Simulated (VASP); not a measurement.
# WC (Fm-3m) in VASP: notebook

Runs on WC. Level: r2SCAN. Tasks: single point.

All numbers are computed with VASP 6.6.1; they aren't measurements. Logs are shortened: lines on timing, memory, paths and dates and some standing lists are left out, and cuts for length are marked.

## (1) The cell of the first run

Symmetry: Fm-3m, No. 225, cubic system. The conventional cell has a = 4.385 Å, b = 4.385 Å, c = 4.385 Å, α = 90.00°, β = 90.00°, γ = 90.00°. W (site symmetry m-3m) has 6 C at 2.19 Å within 2.9 Å. C (site symmetry m-3m) has 6 W at 2.19 Å within 2.9 Å.

## (2) Single point, r2SCAN

The input, POSCAR:

```
WC
1.0
    0.0000000000      2.1926800000      2.1926800000
    2.1926800000      0.0000000000      2.1926800000
    2.1926800000      2.1926800000      0.0000000000
W C
1 1
Direct
    0.0000000000      0.0000000000      0.0000000000
    0.5000000000      0.5000000000      0.5000000000
```

The input, INCAR.step1:

```
SYSTEM = WC
  PREC = Accurate
  ENCUT = 520
  ISMEAR = 0
  SIGMA = 0.05
  LREAL = .False.
  LASPH = .True.
  NELM = 100
  NBANDS = 16
  GGA = PE
  ALGO = Normal
  EDIFF = 1E-4
  LWAVE = .True.
  LCHARG = .False.
```

The input, INCAR.step2:

```
SYSTEM = WC
  PREC = Accurate
  ENCUT = 520
  EDIFF = 1E-6
  ISMEAR = 0
  SIGMA = 0.05
  LREAL = .False.
  LASPH = .True.
  NELM = 100
  ALGO = Normal
  ISIF = 2
  LWAVE = .False.
  LCHARG = .True.
  METAGGA = R2SCAN
  LMIXTAU = .True.
  LELF = .True.
  LVHAR = .True.
  NBANDS = 16
  ISTART = 1
```

The input, KPOINTS:

```
Automatic mesh
0
Gamma
  13 13 13
  0 0 0
```

Potentials or basis: VASP PAW PBE potentials, release 64 (W_sv, C).

Command:

```
> cat potpaw_PBE.64/W_sv/POTCAR potpaw_PBE.64/C/POTCAR > POTCAR
> cp INCAR.step1 INCAR
> mpirun -np 1 vasp_std > vasp.out
> cp INCAR.step2 INCAR
> mpirun -np 1 vasp_std > vasp.out
```

OUTCAR:

```text
SYSTEM = WC
   PREC = Accurate
   ENCUT = 520
   EDIFF = 1E-6
   ISMEAR = 0
   LREAL = .False.
   LASPH = .True.
   NELM = 100
   ISIF = 2
   METAGGA = R2SCAN
   ISTART = 1

 ion  position               nearest neighbor table
   1  0.000  0.000  0.000-   2 2.19   2 2.19   2 2.19   2 2.19   2 2.19   2 2.19
   2  0.500  0.500  0.500-   1 2.19   1 2.19   1 2.19   1 2.19   1 2.19   1 2.19

  LATTYP: Found a face centered cubic cell.
 ALAT       =     4.3853600000

  Lattice vectors:

 A1 = (   0.0000000000,   2.1926800000,   2.1926800000)
 A2 = (   2.1926800000,   0.0000000000,   2.1926800000)
 A3 = (   2.1926800000,   2.1926800000,   0.0000000000)

Analysis of symmetry for initial positions (statically):
=====================================================================
 Subroutine PRICEL returns:
 Original cell was already a primitive cell.

 Routine SETGRP: Setting up the symmetry group for a
 face centered cubic supercell.

 Subroutine GETGRP returns: Found 48 space group operations
 (whereof 48 operations were pure point group operations)
 out of a pool of 48 trial point group operations.

The static configuration has the point symmetry O_h .

Analysis of symmetry for dynamics (positions and initial velocities):
=====================================================================
 Subroutine PRICEL returns:
 Original cell was already a primitive cell.

 Routine SETGRP: Setting up the symmetry group for a
 face centered cubic supercell.

 Subroutine GETGRP returns: Found 48 space group operations
 (whereof 48 operations were pure point group operations)
 out of a pool of 48 trial point group operations.

The dynamic configuration has the point symmetry O_h .

 Subroutine INISYM returns: Found 48 space group operations
 (whereof 48 operations are pure point group operations),
 and found     1 'primitive' translations

----------------------------------------------------------------------------------------

                                     Primitive cell

  volume of cell :      21.0841

  direct lattice vectors                    reciprocal lattice vectors
     0.000000000  2.192680000  2.192680000    -0.228031450  0.228031450  0.228031450
     2.192680000  0.000000000  2.192680000     0.228031450 -0.228031450  0.228031450
     2.192680000  2.192680000  0.000000000     0.228031450  0.228031450 -0.228031450

  length of vectors
     3.100917794  3.100917794  3.100917794     0.394962057  0.394962057  0.394962057

  position of ions in fractional coordinates (direct lattice)
     0.000000000  0.000000000  0.000000000
     0.500000000  0.500000000  0.500000000

  ion indices of the primitive-cell ions
   primitive index   ion index
                 1           1
                 2           2

----------------------------------------------------------------------------------------

 KPOINTS: Automatic mesh

Automatic generation of k-mesh.
 Grid dimensions read from file:
 generate k-points for:   13   13   13

 Generating k-lattice:

  Cartesian coordinates                     Fractional coordinates (reciprocal lattice)
    -0.017540881  0.017540881  0.017540881     0.076923077  0.000000000  0.000000000
     0.017540881 -0.017540881  0.017540881     0.000000000  0.076923077  0.000000000
     0.017540881  0.017540881 -0.017540881     0.000000000  0.000000000  0.076923077

  Length of vectors
     0.030381697  0.030381697  0.030381697

  Shift w.r.t. Gamma in fractional coordinates (k-lattice)
     0.000000000  0.000000000  0.000000000

 Subroutine IBZKPT returns following result:
 ===========================================

 Found     84 irreducible k-points:

 Following reciprocal coordinates:
            Coordinates               Weight
  0.000000  0.000000  0.000000      1.000000
  0.076923  0.000000  0.000000      8.000000
  0.153846  0.000000  0.000000      8.000000
  0.230769  0.000000  0.000000      8.000000
  0.307692  0.000000  0.000000      8.000000
  0.384615  0.000000  0.000000      8.000000
[... 16 lines left out ...]
  0.384615  0.153846  0.000000     24.000000
  0.461538  0.153846  0.000000     24.000000
 [... further k-points ...]
   k-points           NKPTS =     84   k-points in BZ     NKDIM =     84   number of bands    NBANDS=     16
   number of dos      NEDOS =    301   number of ions     NIONS =      2
   total plane-waves  NPLWV =  13824
   dimension x,y,z NGX =    24 NGY =   24 NGZ =   24
   dimension x,y,z NGXF=    48 NGYF=   48 NGZF=   48
   ions per type =               1   1
   NGX,Y,Z   is equivalent  to a cutoff of  12.87, 12.87, 12.87 a.u.
   NGXF,Y,Z  is equivalent  to a cutoff of  25.73, 25.73, 25.73 a.u.
 SYSTEM =  WC
   PREC   = accura    normal or accurate (medium, high low for compatibility)
   ISTART =      1    job   : 0-new  1-cont  2-samecut
   ICHARG =      0    charge: 1-file 2-atom 10-const
   ISPIN  =      1    spin polarized calculation?
   LNONCOLLINEAR =      F non collinear calculations
   LSORBIT =      F    spin-orbit coupling
   LASPH  =      T    aspherical Exc in radial PAW
   ENCUT  =  520.0 eV  38.22 Ry    6.18 a.u.   5.77  5.77  5.77*2*pi/ulx,y,z
   NELM   =    100;   NELMIN=  2; NELMDL=  0     # of ELM steps
   EDIFF  = 0.1E-05   stopping-criterion for ELM
   LREAL  =      F    real-space projection
   EDIFFG = 0.1E-04   stopping-criterion for IOM
   NSW    =      0    number of steps for IOM
   IBRION =     -1    ionic relax: 0-MD 1-quasi-New 2-CG
   NFREE  =      0    steps in history (QN), initial steepest desc. (CG)
   ISIF   =      2    stress and relaxation
   ISYM   =      2    0-nonsym 1-usesym 2-fastsym
   POTIM  = 0.5000    time-step for ionic-motion
   TEBEG  =    0.0;   TEEND  =   0.0 temperature during run
   PSTRESS=    0.0 pullay stress
   NELECT =      18.0000    total number of electrons
   NUPDOWN=      -1.0000    fix difference up-down
   EMIN   =  10.00;   EMAX   =-10.00  energy-range for DOS
   EFERMI =   0.00;   METHOD = LEGACY
   ISMEAR =     0;   SIGMA  =   0.05  broadening in eV -4-tet -1-fermi 0-gaus
   EFERMI_NEDOS =   21; number of points for ismear=-14 and -15
   IALGO  =     38    algorithm
   IMIX   =      4    mixing-type and parameters
     AMIX     =   0.40;   BMIX     =  1.00
     AMIX_MAG =   1.60;   BMIX_MAG =  1.00
  volume/ion in A,a.u.               =      10.54        71.14
  Fermi-wavevector in a.u.,A,eV,Ry     =   1.553032  2.934805 32.816007  2.411908
  Thomas-Fermi vector in A             =   2.657321
   LORBIT       =      0    0 simple, 1 ext, 2 COOP (PROOUT), +10 PAW based schemes
   METAGGA = R2SCAN    functional components
   LHFCALC =     F    Hartree Fock is set to
   AEXX    =    0.0000 exact exchange contribution
   IVDW    =     0    specifies the selected vdW correction
   LEPSILON=     F    determine dielectric tensor
   LRPA    =     F    only Hartree local field effects (RPA)
 non-spin polarized calculation
 Gauss-broadening in eV      SIGMA  =   0.05
  energy-cutoff  :      520.00
  volume of cell :       21.08
 maximum number of plane-waves:       578
   NGX = 11   NGY = 11   NGZ = 11

 number of electron      18.0000001 magnetization

 Free energy of the ion-electron system (eV)
  ---------------------------------------------------
  ext. energy  EPLUGINS =         0.00000000
  ---------------------------------------------------
  free energy    TOTEN  =       -60.62609411 eV

  energy without entropy =      -60.62493324  energy(sigma->0) =      -60.62551367

 E-fermi :  12.3742     XC(G=0): -14.8502

 val. band max:       12.3685772312   @ k =   0.2308   0.0000   0.0000
 cond. band min:      12.4924680988   @ k =   0.3077   0.2308   0.0769
 fundamental gap:      0.1238908676
 Fermi energy:        12.3741755256

 k-point     1 :       0.0000    0.0000    0.0000
  band No.  band energies     occupation
      1     -65.0561      2.00000
      2     -28.3909      2.00000
      3     -28.3909      2.00000
      4     -28.3909      2.00000
      5      -4.3047      2.00000
      6       9.5621      2.00000
[... 8 lines left out ...]
     15      23.0081      0.00000
     16      36.2313      0.00000

 k-point     2 :       0.0769    0.0000    0.0000
  band No.  band energies     occupation
      1     -65.0537      2.00000
      2     -28.4282      2.00000
      3     -28.3948      2.00000
      4     -28.3948      2.00000
      5      -4.1336      2.00000
      6       8.9284      2.00000
[... 8 lines left out ...]
     15      23.3971      0.00000
     16      34.5785      0.00000

 k-point     3 :       0.1538    0.0000    0.0000
  band No.  band energies     occupation
      1     -65.0471      2.00000
      2     -28.5306      2.00000
      3     -28.4056      2.00000
      4     -28.4056      2.00000
      5      -3.6379      2.00000
      6       7.6650      2.00000
[... 8 lines left out ...]
     15      24.3842      0.00000
     16      32.0926      0.00000

 k-point     4 :       0.2308    0.0000    0.0000
  band No.  band energies     occupation
      1     -65.0378      2.00000
      2     -28.6721      2.00000
      3     -28.4208      2.00000
      4     -28.4208      2.00000
      5      -2.8679      2.00000
      6       6.2445      2.00000
[... 8 lines left out ...]
     15      25.3011      0.00000
     16      30.7264      0.00000
[... 324 lines left out ...]
 k-point    22 :       0.3077    0.1538    0.0000
  band No.  band energies     occupation
      1     -65.0284      2.00000
      2     -28.7322      2.00000
      3     -28.4806      2.00000
      4     -28.4729      2.00000
      5      -2.2728      2.00000
      6       5.0008      2.00000
[... 8 lines left out ...]
     15      25.9773      0.00000
     16      28.0386      0.00000

 k-point    23 :       0.3846    0.1538    0.0000
  band No.  band energies     occupation
      1     -65.0198      2.00000
      2     -28.8478      2.00000
      3     -28.4987      2.00000
      4     -28.4927      2.00000
      5      -1.4711      2.00000
      6       4.2181      2.00000
[... 8 lines left out ...]
     15      25.2711      0.00000
     16      27.4064      0.00000

 k-point    24 :       0.4615    0.1538    0.0000
  band No.  band energies     occupation
      1     -65.0134      2.00000
      2     -28.9311      2.00000
      3     -28.5265      2.00000
      4     -28.4948      2.00000
      5      -0.6966      2.00000
      6       3.4671      2.00000
[... 8 lines left out ...]
     15      24.7990      0.00000
     16      26.5402      0.00000

 [... further k-points ...]

------------------------ aborting loop because EDIFF is reached ----------------------------------------

  FORCE on cell =-STRESS in cart. coord.  units (eV):
  Direction    XX          YY          ZZ          XY          YZ          ZX
  --------------------------------------------------------------------------------------
  -------------------------------------------------------------------------------------
  Total       -0.4925602     -0.4925602     -0.4925602      0.0000000      0.0000000      0.0000000
  in kB      -37.4295092    -37.4295092    -37.4295092      0.0000000      0.0000000      0.0000000
  external PRESSURE =     -37.4295092 kB  Pullay stress =       0.0000000 kB

 VOLUME and BASIS-vectors are now :
 -----------------------------------------------------------------------------
  energy-cutoff  :      520.00
  volume of cell :       21.08
      direct lattice vectors                 reciprocal lattice vectors
     0.000000000  2.192680000  2.192680000    -0.228031450  0.228031450  0.228031450
     2.192680000  0.000000000  2.192680000     0.228031450 -0.228031450  0.228031450
     2.192680000  2.192680000  0.000000000     0.228031450  0.228031450 -0.228031450

 POSITION                                       TOTAL-FORCE (eV/Angst)
 -----------------------------------------------------------------------------------
      0.00000      0.00000      0.00000        -0.000000      0.000000     -0.000000
      2.19268      2.19268      2.19268         0.000000     -0.000000      0.000000
 -----------------------------------------------------------------------------------
    total drift:                                0.000000     -0.000000     -0.000000

  FREE ENERGIE OF THE ION-ELECTRON SYSTEM (eV)
  ---------------------------------------------------
  free  energy   TOTEN  =       -60.6260941126 eV

  energy  without entropy=      -60.6249332362  energy(sigma->0) =      -60.62551367
```

Wall time 33 s (1 thread of Intel Xeon 6975P-C (Granite Rapids), shared host); peak memory 0.16 GiB.

What came out:

* Free energy: -60.6261 eV
* Pressure: -3.7 GPa
* Band gap on the k mesh: zero (band 9 reaches 13.41 eV, above the bottom of band 10 at 10.20 eV)

Caveat: the PAW data sets were made with another functional, which shifts forces and pressure a little; spin-orbit coupling is left out, which moves the levels of the heavy elements.

## (3) Single point, r2SCAN

POSCAR is that of step 2.

The input, INCAR.step1:

```
SYSTEM = WC
  PREC = Accurate
  ENCUT = 910
  ISMEAR = 0
  SIGMA = 0.05
  LREAL = .False.
  LASPH = .True.
  NELM = 120
  NBANDS = 16
  GGA = PE
  ALGO = Normal
  EDIFF = 1E-5
  LWAVE = .True.
  LCHARG = .False.
  GGA_COMPAT = .False.
```

Edit INCAR.step2 of step 2 so:

```diff
@@ -2,3 +2,3 @@
   PREC = Accurate
-  ENCUT = 520
+  ENCUT = 910
   EDIFF = 1E-6
@@ -8,3 +8,3 @@
   LASPH = .True.
-  NELM = 100
+  NELM = 120
   ALGO = Normal
@@ -19 +19,2 @@
   ISTART = 1
+  GGA_COMPAT = .False.
```

KPOINTS is that of step 2.

Potentials or basis: VASP PAW PBE potentials, release 64 (W_sv, C_h).

Command:

```
> cat potpaw_PBE.64/W_sv/POTCAR potpaw_PBE.64/C_h/POTCAR > POTCAR
> cp INCAR.step1 INCAR
> mpirun -np 1 vasp_std > vasp.out
> cp INCAR.step2 INCAR
> mpirun -np 1 vasp_std > vasp.out
```

Wall time 2.6 min (1 thread of Intel Xeon Platinum 8488C (Sapphire Rapids), shared host); peak memory 0.23 GiB.

It converged, with:

```yaml
Free_energy: -60.6360 eV
Pressure: -3.9 GPa
Band_gap_on_the_k_mesh: zero (band 9 reaches 13.74 eV, above the bottom of band 10 at 10.53 eV)
```

Levels at points of the mesh, in eV from the Fermi level:
```tsv
k point	band 7	band 8	band 9	band 10	band 11	band 12
(0.00, 0.00, 0.00)	-2.81	-2.81	-1.13	-1.13	-1.13	-0.99
```

Caveat: the cutoff is under 1.25 times the usual one of these potentials, so pressure, stress and relaxed cells hold a basis-set (Pulay) error; the PAW data sets were made with another functional, which shifts forces and pressure a little; spin-orbit coupling is left out, which moves the levels of the heavy elements.

(Part 1 of 2 ends here.)
